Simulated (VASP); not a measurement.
# GdO (F-43m) in VASP: a series of runs, part 2 of 2

VASP 6.6.1.

## (3) Single point, LDA+U, collinear spin, antiferromagnetic start

Input file INCAR:

```
SYSTEM = GdO
PREC = Accurate
ENCUT = 520
EDIFF = 1E-7
ISMEAR = 0
SIGMA = 0.05
LREAL = .False.
LASPH = .True.
NELM = 150
ALGO = Normal
ISIF = 2
LWAVE = .False.
LCHARG = .True.
ISPIN = 2
MAGMOM = 7.57 -7.57 0 0
LORBIT = 11
LMAXMIX = 6
LDAU = .True.
LDAUTYPE = 2
LDAUL = 3 -1
LDAUU = 6 0
LDAUJ = 0 0
LDAUPRINT = 1
GGA = CA
LELF = .True.
LVHAR = .True.
NBANDS = 36
```

Input file KPOINTS:

```
Automatic mesh
0
Gamma
  6 6 6
  0 0 0
```

Input file POSCAR:

```
GdO
1.0
    0.0000000000      2.7000000000      2.7000000000
    5.4000000000      2.7000000000      2.7000000000
    5.4000000000      5.4000000000      0.0000000000
Gd O
2 2
Direct
    0.0000000000      0.0000000000      0.0000000000
    0.0000000000      0.0000000000      0.5000000000
    0.2500000000      0.2500000000      0.0000000000
    0.2500000000      0.2500000000      0.5000000000
```

Potentials or basis: VASP PAW PBE potentials, release 64 (Gd, O).

On the command line:

```console
> cat potpaw_PBE.64/Gd/POTCAR potpaw_PBE.64/O/POTCAR > POTCAR
> mpirun -np 1 vasp_std > vasp.out
```

OUTCAR:

```text
SYSTEM = GdO
   PREC = Accurate
   ENCUT = 520
   EDIFF = 1E-7
   ISMEAR = 0
   LREAL = .False.
   LASPH = .True.
   NELM = 150
   ISIF = 2
   ISPIN = 2
   LORBIT = 11
   GGA = CA

 ion  position               nearest neighbor table
   1  0.000  0.000  0.000-   3 2.34   4 2.34   4 2.34   3 2.34
   2  0.000  0.000  0.500-   4 2.34   3 2.34   3 2.34   4 2.34
   3  0.250  0.250  0.000-   1 2.34   2 2.34   1 2.34   2 2.34
   4  0.250  0.250  0.500-   1 2.34   2 2.34   2 2.34   1 2.34

  LATTYP: Found a simple tetragonal cell.
 ALAT       =     3.8183766184
 C/A-ratio  =     1.4142135624

  Lattice vectors:

 A1 = (   0.0000000000,  -2.7000000000,   2.7000000000)
 A2 = (   0.0000000000,  -2.7000000000,  -2.7000000000)
 A3 = (   5.4000000000,   0.0000000000,   0.0000000000)

Analysis of symmetry for initial positions (statically):
=====================================================================
 Subroutine PRICEL returns following result:

  LATTYP: Found a face centered cubic cell.
 ALAT       =     5.4000000000
[... 12 lines left out ...]
 Subroutine GETGRP returns: Found  8 space group operations
 (whereof  8 operations were pure point group operations)
 out of a pool of 16 trial point group operations.

The static configuration has the point symmetry D_2d.

Analysis of symmetry for dynamics (positions and initial velocities):
=====================================================================
 Subroutine PRICEL returns following result:

  LATTYP: Found a face centered cubic cell.
 ALAT       =     5.4000000000
[... 12 lines left out ...]
 Subroutine GETGRP returns: Found  8 space group operations
 (whereof  8 operations were pure point group operations)
 out of a pool of 16 trial point group operations.

The dynamic configuration has the point symmetry D_2d.

Analysis of structural, dynamic, and magnetic symmetry:
[... 226 lines left out ...]
 -0.0000 -0.0000  0.0000 -0.0000  0.9915  0.0000  0.0002
  0.0000  0.0000  0.0000  0.0000  0.0000  0.9916  0.0000
 -0.0000  0.0000 -0.0000  0.0000  0.0002  0.0000  0.9914

 occupancies and eigenvectors

  o =  0.0039  v =  0.0000 -0.0000 -0.0000 -0.0000  0.7906 -0.0000  0.6124  0.0000  0.0000  0.0000  0.0000  0.0000  0.0000  0.0000      0.0000  0.0000  0.0000  0.0000  0.0000  0.0000  0.0000  0.0000  0.0000  0.0000  0.0000  0.0000  0.0000  0.0000
  o =  0.0039  v =  0.0000 -0.0000 -0.0000  0.2305  0.0000  0.9731  0.0000  0.0000  0.0000  0.0000  0.0000  0.0000  0.0000  0.0000      0.0000  0.0000  0.0000  0.0000  0.0000  0.0000  0.0000  0.0000  0.0000  0.0000  0.0000  0.0000  0.0000  0.0000
  o =  0.0039  v =  0.4137 -0.0000 -0.9104 -0.0000 -0.0000 -0.0000 -0.0000  0.0000  0.0000  0.0000  0.0000  0.0000  0.0000  0.0000      0.0000  0.0000  0.0000  0.0000  0.0000  0.0000  0.0000  0.0000  0.0000  0.0000  0.0000  0.0000  0.0000  0.0000
  o =  0.0044  v = -0.0000  0.0000  0.0000 -0.0000  0.6124  0.0000 -0.7906  0.0000  0.0000  0.0000  0.0000  0.0000  0.0000  0.0000      0.0000  0.0000  0.0000  0.0000  0.0000  0.0000  0.0000  0.0000  0.0000  0.0000  0.0000  0.0000  0.0000  0.0000
  o =  0.0047  v =  0.9104  0.0000  0.4137  0.0000 -0.0000 -0.0000  0.0000  0.0000  0.0000  0.0000  0.0000  0.0000  0.0000  0.0000      0.0000  0.0000  0.0000  0.0000  0.0000  0.0000  0.0000  0.0000  0.0000  0.0000  0.0000  0.0000  0.0000  0.0000
  o =  0.0047  v = -0.0000  0.0000 -0.0000  0.9731  0.0000 -0.2305  0.0000  0.0000  0.0000  0.0000  0.0000  0.0000  0.0000  0.0000      0.0000  0.0000  0.0000  0.0000  0.0000  0.0000  0.0000  0.0000  0.0000  0.0000  0.0000  0.0000  0.0000  0.0000
  o =  0.0234  v = -0.0000  1.0000 -0.0000  0.0000 -0.0000  0.0000  0.0000  0.0000  0.0000  0.0000  0.0000  0.0000  0.0000  0.0000      0.0000  0.0000  0.0000  0.0000  0.0000  0.0000  0.0000  0.0000  0.0000  0.0000  0.0000  0.0000  0.0000  0.0000
  o =  0.9912  v =  0.0000  0.0000  0.0000  0.0000  0.0000  0.0000  0.0000 -0.0000 -0.0000 -0.0000 -0.0000  0.6124 -0.0000 -0.7906      0.0000  0.0000  0.0000  0.0000  0.0000  0.0000  0.0000  0.0000  0.0000  0.0000  0.0000  0.0000  0.0000  0.0000
  o =  0.9913  v =  0.0000  0.0000  0.0000  0.0000  0.0000  0.0000  0.0000 -0.0000 -0.0000 -0.0000 -0.9945 -0.0000  0.1049  0.0000      0.0000  0.0000  0.0000  0.0000  0.0000  0.0000  0.0000  0.0000  0.0000  0.0000  0.0000  0.0000  0.0000  0.0000
  o =  0.9913  v =  0.0000  0.0000  0.0000  0.0000  0.0000  0.0000  0.0000  0.8505  0.0000  0.5260 -0.0000  0.0000  0.0000 -0.0000      0.0000  0.0000  0.0000  0.0000  0.0000  0.0000  0.0000  0.0000  0.0000  0.0000  0.0000  0.0000  0.0000  0.0000
  o =  0.9916  v =  0.0000  0.0000  0.0000  0.0000  0.0000  0.0000  0.0000  0.0000 -0.0000 -0.0000  0.1049 -0.0000  0.9945 -0.0000      0.0000  0.0000  0.0000  0.0000  0.0000  0.0000  0.0000  0.0000  0.0000  0.0000  0.0000  0.0000  0.0000  0.0000
  o =  0.9916  v =  0.0000  0.0000  0.0000  0.0000  0.0000  0.0000  0.0000  0.5260 -0.0000 -0.8505 -0.0000  0.0000 -0.0000  0.0000      0.0000  0.0000  0.0000  0.0000  0.0000  0.0000  0.0000  0.0000  0.0000  0.0000  0.0000  0.0000  0.0000  0.0000
  o =  0.9916  v =  0.0000  0.0000  0.0000  0.0000  0.0000  0.0000  0.0000  0.0000  0.0000 -0.0000 -0.0000 -0.7906 -0.0000 -0.6124      0.0000  0.0000  0.0000  0.0000  0.0000  0.0000  0.0000  0.0000  0.0000  0.0000  0.0000  0.0000  0.0000  0.0000
  o =  0.9931  v =  0.0000  0.0000  0.0000  0.0000  0.0000  0.0000  0.0000  0.0000  1.0000 -0.0000 -0.0000  0.0000  0.0000 -0.0000      0.0000  0.0000  0.0000  0.0000  0.0000  0.0000  0.0000  0.0000  0.0000  0.0000  0.0000  0.0000  0.0000  0.0000

 number of electron      47.9999995 magnetization      -0.0000000

 Free energy of the ion-electron system (eV)
  ---------------------------------------------------
  ext. energy  EPLUGINS =         0.00000000
  ---------------------------------------------------
  free energy    TOTEN  =       -44.65688406 eV

  energy without entropy =      -44.65264160  energy(sigma->0) =      -44.65476283

 E-fermi :   3.8621     XC(G=0): -10.5682

 val. band max:        3.8425973992   @ k =   0.3333   0.5000   0.1667
 cond. band min:       3.8700202790   @ k =   0.3333   0.1667   0.1667
 fundamental gap:      0.0274228798
 Fermi energy:         3.8621204051

 spin component 1

 k-point     1 :       0.0000    0.0000    0.0000
  band No.  band energies     occupation
      1     -41.6685      1.00000
      2     -38.7909      1.00000
      3     -19.7069      1.00000
      4     -19.1593      1.00000
      5     -19.1593      1.00000
      6     -17.5824      1.00000
[... 1865 lines left out ...]
     35       6.9831      0.00000
     36       7.2266      0.00000

 [... further k-points ...]
[... 5 lines left out ...]
  --------------------------------------------------------------------------------------
  -------------------------------------------------------------------------------------
  Total       -3.6237737     -3.5436541     -3.5436541     -0.0000000      0.0000000      0.0000000
  in kB      -73.7429263    -72.1125109    -72.1125109     -0.0000000      0.0000000      0.0000000
  external PRESSURE =     -72.6559827 kB  Pullay stress =       0.0000000 kB

 VOLUME and BASIS-vectors are now :
 -----------------------------------------------------------------------------
  energy-cutoff  :      520.00
  volume of cell :       78.73
      direct lattice vectors                 reciprocal lattice vectors
     0.000000000  2.700000000  2.700000000    -0.185185185  0.185185185  0.185185185
     5.400000000  2.700000000  2.700000000     0.185185185 -0.185185185  0.185185185
     5.400000000  5.400000000  0.000000000     0.000000000  0.185185185 -0.185185185

 POSITION                                       TOTAL-FORCE (eV/Angst)
 -----------------------------------------------------------------------------------
      0.00000      0.00000      0.00000        -0.000000     -0.000000     -0.000000
      2.70000      2.70000      0.00000        -0.000000     -0.000000     -0.000000
      1.35000      1.35000      1.35000         0.000000      0.000000      0.000000
      4.05000      4.05000      1.35000         0.000000      0.000000      0.000000
 -----------------------------------------------------------------------------------
    total drift:                               -0.000005     -0.000004     -0.000014

  FREE ENERGIE OF THE ION-ELECTRON SYSTEM (eV)
  ---------------------------------------------------
  free  energy   TOTEN  =       -44.6568840554 eV

  energy  without entropy=      -44.6526415957  energy(sigma->0) =      -44.65476283

 total charge

# of ion       s       p       d       f       tot
--------------------------------------------------
    1        2.028   5.604   0.529   6.983  15.145
    2        2.028   5.604   0.529   6.983  15.145
    3        1.557   3.394   0.000   0.000   4.951
    4        1.557   3.394   0.000   0.000   4.951
--------------------------------------------------
tot          7.171  17.996   1.059  13.967  40.193

 magnetization (x)

# of ion       s       p       d       f       tot
--------------------------------------------------
    1       -0.002  -0.061   0.067   6.888   6.892
    2        0.002   0.061  -0.067  -6.888  -6.892
    3        0.000   0.000   0.000   0.000   0.000
    4        0.000   0.000   0.000   0.000   0.000
--------------------------------------------------
tot          0.000   0.000   0.000   0.000   0.000
```

It took 13 min on 1 thread of Intel Xeon Platinum 8259CL at 2.50GHz (Skylake/Cascade Lake), shared host; peak memory 0.36 GiB.

Results:

| Property | Result |
| --- | --- |
| Free energy | -44.6569 eV |
| Pressure | -7.3 GPa |
| Band gap on the k mesh | zero (filled and empty bands overlap) |
| Net moment | 0.00 μB per cell |
| Site moments | Gd +6.89, -6.89; O +0.00 μB |
| Valence electrons inside the program's atomic spheres | Gd 15.14; O 4.95 |

Eigenvalues of the final occupation matrices:
```tsv
site	spin	trace	eigenvalues
site 1 f	1	6.94	0.99 0.99 0.99 0.99 0.99 0.99 0.99
site 1 f	2	0.05	0.00 0.00 0.00 0.00 0.00 0.00 0.02
site 2 f	1	0.05	0.00 0.00 0.00 0.00 0.00 0.00 0.02
site 2 f	2	6.94	0.99 0.99 0.99 0.99 0.99 0.99 0.99
```

Caveat: the PAW data sets were made with another functional, which shifts forces and pressure a little; spin-orbit coupling is left out, which moves the levels of the heavy elements.
